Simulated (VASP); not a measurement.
Here is a VASP 6.6.1 calculation.

INCAR

```
SYSTEM = TiAl3
ALGO     = Fast           ! electronic algorithm
EDIFF    = 1E-6           ! SCF threshold, eV
ENCUT    = 520            ! plane-wave cutoff, eV
GGA      = PE             ! functional
ISIF     = 2              ! what is computed and relaxed
ISMEAR   = 0              ! smearing method
IVDW     = 12             ! dispersion correction
LASPH    = .TRUE.         ! aspherical terms in the spheres
LCHARG   = .TRUE.         ! write CHGCAR
LELF     = .TRUE.         ! ELF
LREAL    = .FALSE.        ! projectors in reciprocal space
LVHAR    = .TRUE.       
LWAVE    = .FALSE.        ! write WAVECAR
NBANDS   = 18             ! bands
NELM     = 80             ! most SCF steps
PREC     = Accurate       ! precision mode
SIGMA    = 0.1            ! smearing width, eV
```

File KPOINTS:

```
k-points
0
G
  4 4 4
  0 0 0
```

The input POSCAR:

```
TiAl3
1.0
    3.9556712500      0.0000000000      0.0000000000
    0.0000000000      3.9556712500      0.0000000000
    0.0000000000      0.0000000000      3.9556712500
Ti Al
1 3
Direct
    0.0000000000      0.0000000000      0.0000000000
    0.5000000000      0.5000000000      0.0000000000
    0.5000000000      0.0000000000      0.5000000000
    0.0000000000      0.5000000000      0.5000000000
```

Potentials or basis: VASP PAW PBE potentials, release 64 (Ti_sv, Al).

Launch:

```bash
$ cat potpaw_PBE.64/Ti_sv/POTCAR potpaw_PBE.64/Al/POTCAR > POTCAR
$ mpirun -np 1 vasp_std > vasp.out
```

(1) Estimate the dispersion energy per atom.

(2) What does it give for the pressure?

## Answers

(1) -0.430 eV.

(2) -2.6 GPa.

Caveat: the k points lie up to 0.40 Å⁻¹ apart; pairwise dispersion overbinds metals, which lowers pressure and volume.
